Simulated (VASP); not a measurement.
# GaAs (P4/mmm) in VASP: further runs, part 2 of 2

VASP 6.6.1.

**4. Single point, r2SCAN**

This run uses another cell than the first one, of 18.63 Å³/atom.

POSCAR

```
GaAs
1.0
    3.2565455463      0.0000000000      0.0000000000
    0.0000000000      3.2565455463      0.0000000000
    0.0000000000      0.0000000000      3.5128145521
Ga As
1 1
Direct
    0.5000000000      0.5000000000      0.5000000000
    0.0000000000      0.0000000000      0.0000000000
```

INCAR.step1

```
  ALGO = Normal
  EDIFF = 1E-4
  ENCUT = 520
  GGA = PE
  ISMEAR = 0
  LASPH = T
  LCHARG = F
  LREAL = F
  LWAVE = T
  NBANDS = 16
  NELM = 80
  PREC = Accurate
  SIGMA = 0.1
```

INCAR.step2

```
  ALGO = Normal
  EDIFF = 1E-7
  ENCUT = 520
  ISIF = 2
  ISMEAR = 0
  ISTART = 1
  LASPH = T
  LCHARG = F
  LMIXTAU = T
  LREAL = F
  LWAVE = F
  METAGGA = R2SCAN
  NBANDS = 16
  NELM = 80
  PREC = Accurate
  SIGMA = 0.1
```

KPOINTS

```
k-points
0
Gamma
  18 18 14
```

Potentials or basis: VASP PAW PBE potentials, release 64 (Ga_d, As).

Launch:

```bash
cat potpaw_PBE.64/Ga_d/POTCAR potpaw_PBE.64/As/POTCAR > POTCAR
cp INCAR.step1 INCAR
mpirun -np 1 vasp_std > vasp.out
cp INCAR.step2 INCAR
mpirun -np 1 vasp_std > vasp.out
```

OUTCAR:

```text
EDIFF = 1E-7
   ENCUT = 520
   ISIF = 2
   ISMEAR = 0
   ISTART = 1
   LASPH = T
   LREAL = F
   METAGGA = R2SCAN
   NELM = 80
   PREC = Accurate

 ion  position               nearest neighbor table
   1  0.500  0.500  0.500-   2 2.90   2 2.90   2 2.90   2 2.90   2 2.90   2 2.90   2 2.90   2 2.90

   2  0.000  0.000  0.000-   1 2.90   1 2.90   1 2.90   1 2.90   1 2.90   1 2.90   1 2.90   1 2.90

  LATTYP: Found a simple tetragonal cell.
 ALAT       =     3.2565455463
 C/A-ratio  =     1.0786935119

  Lattice vectors:

 A1 = (   3.2565455463,   0.0000000000,   0.0000000000)
 A2 = (   0.0000000000,   3.2565455463,   0.0000000000)
 A3 = (   0.0000000000,   0.0000000000,   3.5128145521)

Analysis of symmetry for initial positions (statically):
=====================================================================
 Subroutine PRICEL returns:
 Original cell was already a primitive cell.

 Routine SETGRP: Setting up the symmetry group for a
 simple tetragonal supercell.

 Subroutine GETGRP returns: Found 16 space group operations
 (whereof 16 operations were pure point group operations)
 out of a pool of 16 trial point group operations.

The static configuration has the point symmetry D_4h.

Analysis of symmetry for dynamics (positions and initial velocities):
=====================================================================
 Subroutine PRICEL returns:
 Original cell was already a primitive cell.

 Routine SETGRP: Setting up the symmetry group for a
 simple tetragonal supercell.

 Subroutine GETGRP returns: Found 16 space group operations
 (whereof 16 operations were pure point group operations)
 out of a pool of 16 trial point group operations.

The dynamic configuration has the point symmetry D_4h.

 Subroutine INISYM returns: Found 16 space group operations
 (whereof 16 operations are pure point group operations),
 and found     1 'primitive' translations

----------------------------------------------------------------------------------------
[... 113 lines left out ...]
     AMIX_MAG =   1.60;   BMIX_MAG =  1.00
  volume/ion in A,a.u.               =      18.63       125.70
  Fermi-wavevector in a.u.,A,eV,Ry     =   1.284623  2.427586 22.453113  1.650257
  Thomas-Fermi vector in A             =   2.416806
   LORBIT       =      0    0 simple, 1 ext, 2 COOP (PROOUT), +10 PAW based schemes
   METAGGA = R2SCAN    functional components
   LHFCALC =     F    Hartree Fock is set to
   AEXX    =    0.0000 exact exchange contribution
   IVDW    =     0    specifies the selected vdW correction
   LEPSILON=     F    determine dielectric tensor
   LRPA    =     F    only Hartree local field effects (RPA)
 non-spin polarized calculation
 Gauss-broadening in eV      SIGMA  =   0.10
  energy-cutoff  :      520.00
  volume of cell :       37.25
 maximum number of plane-waves:      1032
   NGX = 13   NGY = 13   NGZ = 13

 number of electron      18.0000023 magnetization

 Free energy of the ion-electron system (eV)
  ---------------------------------------------------
  ext. energy  EPLUGINS =         0.00000000
  ---------------------------------------------------
  free energy    TOTEN  =       -25.50868745 eV

  energy without entropy =      -25.50332746  energy(sigma->0) =      -25.50600746

 E-fermi :   5.9930     XC(G=0): -11.7902

 val. band max:        5.9905081260   @ k =   0.2778   0.2778   0.3571
 cond. band min:       5.9984117581   @ k =   0.3889   0.0000   0.0000
 fundamental gap:      0.0079036320
 Fermi energy:         5.9929840398

 k-point     1 :       0.0000    0.0000    0.0000
  band No.  band energies     occupation
      1      -9.5041      2.00000
      2      -9.4690      2.00000
      3      -9.3830      2.00000
      4      -9.3830      2.00000
      5      -9.3768      2.00000
      6      -8.3218      2.00000
[... 433 lines left out ...]
      3      -9.4268      2.00000
      4      -9.4126      2.00000
      5      -9.3852      2.00000
      6      -6.7651      2.00000
[... 8 lines left out ...]
     15      18.5447      0.00000
     16      19.4354      0.00000

 [... further k-points ...]

------------------------ aborting loop because EDIFF is reached ----------------------------------------

  FORCE on cell =-STRESS in cart. coord.  units (eV):
  Direction    XX          YY          ZZ          XY          YZ          ZX
  --------------------------------------------------------------------------------------
  -------------------------------------------------------------------------------------
  Total        0.0041796      0.0041796      0.0008693      0.0000000      0.0000000      0.0000000
  in kB        0.1797517      0.1797517      0.0373845      0.0000000      0.0000000      0.0000000
  external PRESSURE =       0.1322960 kB  Pullay stress =       0.0000000 kB

 VOLUME and BASIS-vectors are now :
 -----------------------------------------------------------------------------
  energy-cutoff  :      520.00
  volume of cell :       37.25
      direct lattice vectors                 reciprocal lattice vectors
     3.256545546  0.000000000  0.000000000     0.307073857  0.000000000  0.000000000
     0.000000000  3.256545546  0.000000000     0.000000000  0.307073857  0.000000000
     0.000000000  0.000000000  3.512814552     0.000000000  0.000000000  0.284672016

 POSITION                                       TOTAL-FORCE (eV/Angst)
 -----------------------------------------------------------------------------------
      1.62827      1.62827      1.75641         0.000000      0.000000      0.000000
      0.00000      0.00000      0.00000         0.000000      0.000000      0.000000
 -----------------------------------------------------------------------------------
    total drift:                                0.000000      0.000000     -0.000000

  FREE ENERGIE OF THE ION-ELECTRON SYSTEM (eV)
  ---------------------------------------------------
  free  energy   TOTEN  =       -25.5086874523 eV

  energy  without entropy=      -25.5033274593  energy(sigma->0) =      -25.50600746
```

OUTCAR.step1:

```text
EDIFF = 1E-4
   ENCUT = 520
   GGA = PE
   ISMEAR = 0
   LASPH = T
[... 678 lines left out ...]
 -----------------------------------------------------------------------------------
      1.62827      1.62827      1.75641         0.000000      0.000000      0.000000
      0.00000      0.00000      0.00000         0.000000      0.000000      0.000000
 -----------------------------------------------------------------------------------
    total drift:                                0.000000      0.000000     -0.000000

  FREE ENERGIE OF THE ION-ELECTRON SYSTEM (eV)
  ---------------------------------------------------
  free  energy   TOTEN  =        -7.2004558085 eV

  energy  without entropy=       -7.1947887319  energy(sigma->0) =       -7.19762227
```

OSZICAR.step1:

```text
N       E                     dE             d eps       ncg     rms          rms(c)
DAV:   1     0.773211622696E+02    0.77321E+02   -0.89366E+03 14184   0.170E+03
DAV:   2    -0.199253589577E+01   -0.79314E+02   -0.76140E+02 16224   0.316E+02
DAV:   3    -0.718449997471E+01   -0.51920E+01   -0.51478E+01 17072   0.589E+01
DAV:   4    -0.724714363430E+01   -0.62644E-01   -0.62630E-01 17440   0.695E+00
DAV:   5    -0.724785579932E+01   -0.71217E-03   -0.71216E-03 17568   0.696E-01    0.201E+00
DAV:   6    -0.720805739548E+01    0.39798E-01   -0.58162E-02 18496   0.460E+00    0.116E+00
DAV:   7    -0.720129104084E+01    0.67664E-02   -0.11114E-02 21784   0.976E-01    0.366E-01
DAV:   8    -0.720044808726E+01    0.84295E-03   -0.16442E-03 17560   0.477E-01    0.386E-02
DAV:   9    -0.720045580846E+01   -0.77212E-05   -0.98080E-05 11128   0.132E-01
   1 F= -.72004558E+01 E0= -.71976223E+01  d E =-.566708E-02
```

Wall time 7.3 min (1 thread of AMD EPYC 9R45 (Zen 5), shared host); peak memory 0.34 GiB.

What came out:

```yaml
Free_energy: -25.5087 eV
Pressure: 0.0 GPa
Band_gap_on_the_k_mesh: zero (bands 9 and 10 overlap by 4.53 eV)
```

Caveat: the PAW data sets were made with another functional, which shifts forces and pressure a little.

**5. Overview**

```tsv
task	cell	k mesh	cutoff (eV)	gap on the mesh (eV)	pressure (GPa)
single point	a = 3.142, b = 3.142, c = 3.813 Å, 2 atoms	6 × 6 × 4	520	none	0.0
relaxation of cell and atoms	relaxed from a = 3.336, b = 3.336, c = 4.373 Å, 2 atoms	6 × 6 × 4	600	none	-0.3
single point	a = 3.257, b = 3.257, c = 3.513 Å, 2 atoms	18 × 18 × 14	520	none	0.0
```

Alike in all rows: level r2SCAN; potentials or basis VASP PAW PBE potentials, release 64 (Ga_d, As); no spin polarisation; smearing gaussian 0.1 eV.

Caveats: some runs use coarse meshes; the PAW data sets were made with another functional, which shifts forces and pressure a little; the volume moved by over 15 % at a fixed basis, so the end points are rough (at least some runs); the highest band is partly filled, so the run has too few bands (at least some runs).

Absolute energies hang on the potentials; compare differences alone.

The gap in the log of VASP goes by the Fermi energy; the results here count the filled bands.